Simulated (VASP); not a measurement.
# RbEuF3 (Pm-3m) in VASP: single point with r2SCAN+U

Aim: the single point of RbEuF3 with r2SCAN+U.

Program: VASP 6.6.1. These are calculated values, not measurements. Logs are shortened: lines on timing, memory, paths and dates and some standing lists are left out, and cuts for length are marked.

### 1 The cell of the first run

The structure is cubic, space group Pm-3m (No. 221). The conventional cell has a = 5.064 Å, b = 5.064 Å, c = 5.064 Å, α = 90.00°, β = 90.00°, γ = 90.00°. Eu (site symmetry m-3m) has 6 F at 2.53 Å within 3.3 Å. F (site symmetry 4/mmm) has 2 Eu at 2.53 Å within 3.3 Å. Within 4.7 Å of Rb (site symmetry m-3m) lie 12 F at 3.58 Å and 8 Eu at 4.39 Å.

### 2 Single point, r2SCAN+U, collinear spin, ferromagnetic start

File POSCAR:

```
RbEuF3
1.0
    5.0643276200      0.0000000000      0.0000000000
    0.0000000000      5.0643276200      0.0000000000
    0.0000000000      0.0000000000      5.0643276200
Eu F Rb
1 3 1
Direct
    0.0000000000      0.0000000000      0.0000000000
    0.5000000000      0.0000000000      0.0000000000
    0.0000000000      0.5000000000      0.0000000000
    0.0000000000      0.0000000000      0.5000000000
    0.5000000000      0.5000000000      0.5000000000
```

File INCAR.step1:

```
ALGO = Normal ; EDIFF = 1E-4
ENCUT = 520 ; GGA = PE
ISMEAR = -1 ; ISPIN = 2
LASPH = True ; LCHARG = False
LDAU = True ; LDAUJ = 0 0 0
LDAUL = 3 -1 -1 ; LDAUTYPE = 2
LDAUU = 2.19 0 0 ; LMAXMIX = 6
LREAL = False ; LWAVE = True
MAGMOM = -6.8 0 0 0 0 ; NBANDS = 36
NELM = 150 ; PREC = Accurate
SIGMA = 0.1
```

File INCAR.step2:

```
ALGO = Normal ; EDIFF = 1E-6
ENCUT = 520 ; ISIF = 2
ISMEAR = -1 ; ISPIN = 2
ISTART = 1 ; LASPH = True
LCHARG = False ; LDAU = True
LDAUJ = 0 0 0 ; LDAUL = 3 -1 -1
LDAUPRINT = 1 ; LDAUTYPE = 2
LDAUU = 2.19 0 0 ; LMAXMIX = 6
LMIXTAU = True ; LORBIT = 11
LREAL = False ; LWAVE = False
MAGMOM = -6.8 0 0 0 0 ; METAGGA = R2SCAN
NBANDS = 36 ; NELM = 150
PREC = Accurate ; SIGMA = 0.1
```

File KPOINTS:

```
k-points
0
Gamma
  4 4 4
```

Potentials or basis: VASP PAW PBE potentials, release 64 (Eu, F, Rb_sv).

Launch:

```
$ cat potpaw_PBE.64/Eu/POTCAR potpaw_PBE.64/F/POTCAR potpaw_PBE.64/Rb_sv/POTCAR > POTCAR
$ cp INCAR.step1 INCAR
$ mpirun -np 1 vasp_std > vasp.out
$ cp INCAR.step2 INCAR
$ mpirun -np 1 vasp_std > vasp.out
```

OUTCAR:

```text
EDIFF = 1E-6
   ENCUT = 520
   ISIF = 2
   ISMEAR = -1
   ISPIN = 2
   ISTART = 1
   LASPH = True
   LORBIT = 11
   LREAL = False
   METAGGA = R2SCAN
   NELM = 150
   PREC = Accurate

 ion  position               nearest neighbor table
   1  0.000  0.000  0.000-   2 2.53   3 2.53   4 2.53   4 2.53   3 2.53   2 2.53   5 4.39   5 4.39
                             5 4.39   5 4.39   5 4.39   5 4.39   5 4.39   5 4.39
   2  0.500  0.000  0.000-   1 2.53   1 2.53   5 3.58   5 3.58   5 3.58   5 3.58
   3  0.000  0.500  0.000-   1 2.53   1 2.53   5 3.58   5 3.58   5 3.58   5 3.58
   4  0.000  0.000  0.500-   1 2.53   1 2.53   5 3.58   5 3.58   5 3.58   5 3.58
   5  0.500  0.500  0.500-   2 3.58   3 3.58   4 3.58   2 3.58   3 3.58   2 3.58   4 3.58   2 3.58
                             3 3.58   4 3.58   3 3.58   4 3.58   1 4.39   1 4.39   1 4.39   1 4.39

  LATTYP: Found a simple cubic cell.
 ALAT       =     5.0643276200

  Lattice vectors:

 A1 = (   5.0643276200,   0.0000000000,   0.0000000000)
 A2 = (   0.0000000000,   5.0643276200,   0.0000000000)
 A3 = (   0.0000000000,   0.0000000000,   5.0643276200)

Analysis of symmetry for initial positions (statically):
=====================================================================
 Subroutine PRICEL returns:
 Original cell was already a primitive cell.

 Routine SETGRP: Setting up the symmetry group for a
 simple cubic supercell.

 Subroutine GETGRP returns: Found 48 space group operations
 (whereof 48 operations were pure point group operations)
 out of a pool of 48 trial point group operations.

The static configuration has the point symmetry O_h .

Analysis of symmetry for dynamics (positions and initial velocities):
=====================================================================
 Subroutine PRICEL returns:
 Original cell was already a primitive cell.

 Routine SETGRP: Setting up the symmetry group for a
 simple cubic supercell.

 Subroutine GETGRP returns: Found 48 space group operations
 (whereof 48 operations were pure point group operations)
 out of a pool of 48 trial point group operations.

The dynamic configuration has the point symmetry O_h .

Analysis of structural, dynamic, and magnetic symmetry:
=====================================================================
 Subroutine PRICEL returns:
 Original cell was already a primitive cell.

 Routine SETGRP: Setting up the symmetry group for a
 simple cubic supercell.

 Subroutine GETGRP returns: Found 48 space group operations
[... 176 lines left out ...]

 number of electron      47.0000048 magnetization      -6.9788528

 Free energy of the ion-electron system (eV)
  ---------------------------------------------------
  ext. energy  EPLUGINS =         0.00000000
  ---------------------------------------------------
  free energy    TOTEN  =       -79.86758621 eV

  energy without entropy =      -79.84675021  energy(sigma->0) =      -79.85716821

 E-fermi :   2.0448     XC(G=0):  -7.8811

 val. band max:        1.9756175287   @ k =   0.0000   0.0000   0.0000
 cond. band min:       2.4015257454   @ k =   0.2500   0.0000   0.0000
 fundamental gap:      0.4259082167
 Fermi energy:         2.0447883793

 spin component 1

 k-point     1 :       0.0000    0.0000    0.0000
  band No.  band energies     occupation
      1     -36.9429      1.00000
      2     -28.5709      1.00000
      3     -23.8706      1.00000
      4     -23.8635      1.00000
      5     -23.8635      1.00000
      6     -16.4908      1.00000
[... 369 lines left out ...]
     34       9.9603      0.00000
     35       9.9609      0.00000
 Fermi energy:         2.0447883793

 spin component 2

 k-point     1 :       0.0000    0.0000    0.0000
  band No.  band energies     occupation
      1     -40.6673      1.00000
      2     -28.5717      1.00000
      3     -23.8557      1.00000
      4     -23.8305      1.00000
      5     -23.8305      1.00000
      6     -19.0203      1.00000
[... 369 lines left out ...]
     34       6.4124      0.00000
     35       8.1864      0.00000
 [bands above 35 left out]

------------------------ aborting loop because EDIFF is reached ----------------------------------------

  FORCE on cell =-STRESS in cart. coord.  units (eV):
  Direction    XX          YY          ZZ          XY          YZ          ZX
  --------------------------------------------------------------------------------------
  -------------------------------------------------------------------------------------
  Total       -4.6295022     -4.6295022     -4.6295022     -0.0000000      0.0000000      0.0000000
  in kB      -57.1057048    -57.1057048    -57.1057048     -0.0000000      0.0000000      0.0000000
  external PRESSURE =     -57.1057048 kB  Pullay stress =       0.0000000 kB

 VOLUME and BASIS-vectors are now :
 -----------------------------------------------------------------------------
  energy-cutoff  :      520.00
  volume of cell :      129.89
      direct lattice vectors                 reciprocal lattice vectors
     5.064327620  0.000000000  0.000000000     0.197459579  0.000000000  0.000000000
     0.000000000  5.064327620  0.000000000     0.000000000  0.197459579  0.000000000
     0.000000000  0.000000000  5.064327620     0.000000000  0.000000000  0.197459579

 POSITION                                       TOTAL-FORCE (eV/Angst)
 -----------------------------------------------------------------------------------
      0.00000      0.00000      0.00000         0.000000      0.000000      0.000000
      2.53216      0.00000      0.00000         0.000000      0.000000      0.000000
      0.00000      2.53216      0.00000         0.000000      0.000000      0.000000
      0.00000      0.00000      2.53216         0.000000      0.000000      0.000000
      2.53216      2.53216      2.53216         0.000000      0.000000      0.000000
 -----------------------------------------------------------------------------------
    total drift:                               -0.000000      0.000000     -0.000000

  FREE ENERGIE OF THE ION-ELECTRON SYSTEM (eV)
  ---------------------------------------------------
  free  energy   TOTEN  =       -79.8675862144 eV

  energy  without entropy=      -79.8467502113  energy(sigma->0) =      -79.85716821

 total charge

# of ion       s       p       d       f       tot
--------------------------------------------------
    1        2.023   5.833   0.152   6.851  14.859
    2        1.734   4.357   0.000   0.000   6.091
    3        1.734   4.357   0.000   0.000   6.091
    4        1.734   4.357   0.000   0.000   6.091
    5        1.934   5.407   0.005   0.000   7.345
--------------------------------------------------
tot          9.159  24.311   0.157   6.851  40.478

 magnetization (x)

# of ion       s       p       d       f       tot
--------------------------------------------------
    1        0.030   0.202  -0.020  -6.823  -6.611
    2        0.001   0.015   0.000   0.000   0.016
    3        0.001   0.015   0.000   0.000   0.016
    4        0.001   0.015   0.000   0.000   0.016
    5       -0.000  -0.000  -0.000   0.000  -0.001
--------------------------------------------------
tot          0.031   0.247  -0.020  -6.823  -6.565
```

OUTCAR.step1:

```text
EDIFF = 1E-4
   ENCUT = 520
   GGA = PE
   ISMEAR = -1
   ISPIN = 2
[... 1001 lines left out ...]
      2.53216      0.00000      0.00000         0.000000      0.000000      0.000000
      0.00000      2.53216      0.00000         0.000000      0.000000      0.000000
      0.00000      0.00000      2.53216         0.000000      0.000000      0.000000
      2.53216      2.53216      2.53216         0.000000      0.000000      0.000000
 -----------------------------------------------------------------------------------
    total drift:                               -0.000000      0.000000     -0.000000

  FREE ENERGIE OF THE ION-ELECTRON SYSTEM (eV)
  ---------------------------------------------------
  free  energy   TOTEN  =       -33.7436663962 eV

  energy  without entropy=      -33.7074144250  energy(sigma->0) =      -33.72554041
```

OSZICAR.step1:

```text
N       E                     dE             d eps       ncg     rms          rms(c)
DAV:   1     0.438046283796E+03    0.43805E+03   -0.20229E+04  2184   0.448E+03
DAV:   2     0.329513416150E+02   -0.40509E+03   -0.35312E+03  2320   0.707E+02
DAV:   3    -0.286217318902E+02   -0.61573E+02   -0.60898E+02  2308   0.173E+02
DAV:   4    -0.328385706637E+02   -0.42168E+01   -0.41996E+01  2840   0.336E+01
DAV:   5    -0.331513999615E+02   -0.31283E+00   -0.31253E+00  2280   0.989E+00    0.310E+01
DAV:   6    -0.347438885887E+02   -0.15925E+01   -0.13712E+01  1984   0.245E+01    0.191E+01
DAV:   7    -0.338347865458E+02    0.90910E+00   -0.37484E+00  2324   0.302E+01    0.119E+01
DAV:   8    -0.337937699732E+02    0.41017E-01   -0.33480E-01  2584   0.511E+00    0.112E+01
DAV:   9    -0.337715738106E+02    0.22196E-01   -0.27121E-02  2488   0.110E+00    0.727E+00
DAV:  10    -0.337465790917E+02    0.24995E-01   -0.30041E-02  2280   0.115E+00    0.254E+00
DAV:  11    -0.337428859449E+02    0.36931E-02   -0.15752E-02  2520   0.983E-01    0.120E+00
DAV:  12    -0.337432773474E+02   -0.39140E-03   -0.13710E-03  2488   0.201E-01    0.970E-01
DAV:  13    -0.337435712688E+02   -0.29392E-03   -0.54811E-04  1736   0.188E-01    0.383E-01
DAV:  14    -0.337436663962E+02   -0.95127E-04   -0.74244E-04  2000   0.194E-01
   1 F= -.33743666E+02 E0= -.33725540E+02  d E =-.362520E-01  mag=    -6.9581
```

It took 9.2 min on 1 thread of AMD EPYC 7R43 (Zen 3), shared host; peak memory 0.32 GiB.

Results:

| Item | Value |
| --- | --- |
| Free energy | -79.8676 eV |
| Pressure | -5.7 GPa |
| Net moment | -6.98 μB per cell |
| Site moments | Eu -6.61; F +0.02; Rb -0.00 μB |
| Valence electrons inside the program's atomic spheres | Eu 14.86; F 6.09; Rb 7.34 |

Levels at points of the mesh, in eV from the Fermi level:
Spin up:
| k point | band 17 | band 18 | band 19 | band 20 | band 21 | band 22 | band 23 | band 24 |
| --- | --- | --- | --- | --- | --- | --- | --- | --- |
| (0.00, 0.00, 0.00) | -6.18 | -6.09 | -6.09 | -6.09 | -0.07 | 2.82 | 2.82 | 3.32 |
| (0.50, 0.00, 0.00) | -6.28 | -6.23 | -6.11 | -6.11 | 1.68 | 2.27 | 3.53 | 3.87 |
| (0.50, 0.50, 0.00) | -6.24 | -6.24 | -6.14 | -5.96 | 2.48 | 2.89 | 3.52 | 3.52 |
| (0.50, 0.50, 0.50) | -6.66 | -5.96 | -5.96 | -5.96 | 3.44 | 3.44 | 3.44 | 3.81 |
Spin down:
```
           k point  band 25  band 26  band 27  band 28  band 29  band 30
(0.00, 0.00, 0.00)    -0.46    -0.46    -0.46    -0.26     2.55     2.55
(0.50, 0.00, 0.00)    -0.55    -0.47    -0.47     1.60     1.94     2.88
(0.50, 0.50, 0.00)    -0.55    -0.55    -0.50     2.24     2.57     2.87
(0.50, 0.50, 0.50)    -0.58    -0.58    -0.58     3.22     3.22     3.22
```

Eigenvalues of the final occupation matrices:
```
    site  spin  trace                         eigenvalues
site 1 f     1   0.01  0.00 0.00 0.00 0.00 0.00 0.00 0.00
site 1 f     2   6.84  0.97 0.98 0.98 0.98 0.98 0.98 0.98
```

Caveat: the cell stands under tension; the PAW data sets were made with another functional, which shifts forces and pressure a little; spin-orbit coupling is left out, which moves the levels of the heavy elements; a cell with one magnetic atom can't hold antiferromagnetic order, which such compounds often take. The state reached can hang on the start; a lower one may exist.
